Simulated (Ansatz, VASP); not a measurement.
**ZnS in VASP and in Ansatz**

INCAR

```
PREC = Accurate
ENCUT = 500
EDIFF = 1E-6
ISMEAR = 0
SIGMA = 0.01
LREAL = False
LASPH = True
NELM = 120
ALGO = Normal
ISIF = 2
LWAVE = False
LCHARG = False
GGA = PE
NBANDS = 16
GGA_COMPAT = False
```

The input KPOINTS:

```
regular mesh
0
Gamma
  6 6 6
```

POSCAR

```
ZnS
1.0
    0.0000000000      2.6468416657      2.6468416657
    2.6468416657      0.0000000000      2.6468416657
    2.6468416657      2.6468416657      0.0000000000
Zn S
1 1
Direct
    0.2500000000      0.2500000000      0.2500000000
    0.0000000000      0.0000000000      0.0000000000
```

Input for Ansatz:

```yaml
crystal:
  lattice:
    - [0.0, 2.6468416657494473, 2.6468416657494473]
    - [2.6468416657494473, 0.0, 2.6468416657494473]
    - [2.6468416657494473, 2.6468416657494473, 0.0]
  atoms:
    - { symbol: Zn, position: [0.25, 0.25, 0.25] }
    - { symbol: S, position: [0.0, 0.0, 0.0] }
basis:
  ecutwfc: 500.0
kpoints:
  mp_grid:
    grid: [6, 6, 6]
hamiltonian:
  xc: pbe
  pseudopotentials:
    kind: paw
scf:
  occupations:
    method: fixed
output:
  stress: true
```

Alike in both runs: task single point; functional PBE; k mesh 6 × 6 × 6; no spin polarisation.

|  | VASP | Ansatz |
| --- | --- | --- |
| version | VASP 6.6.1 | Ansatz 0.2.0 |
| potentials or method | VASP PAW PBE potentials, release 64 (Zn, S), cutoff 500 eV | plane waves, PAW |
| occupations | gaussian, width 0.01 eV | fixed |
| valence electrons in the cell | 18 | 18 |

Ansatz gave:

* pressure (GPa): 7.0

**Question.** Estimate VASP's values.

**Answer.** Pressure (GPa): 7.2.
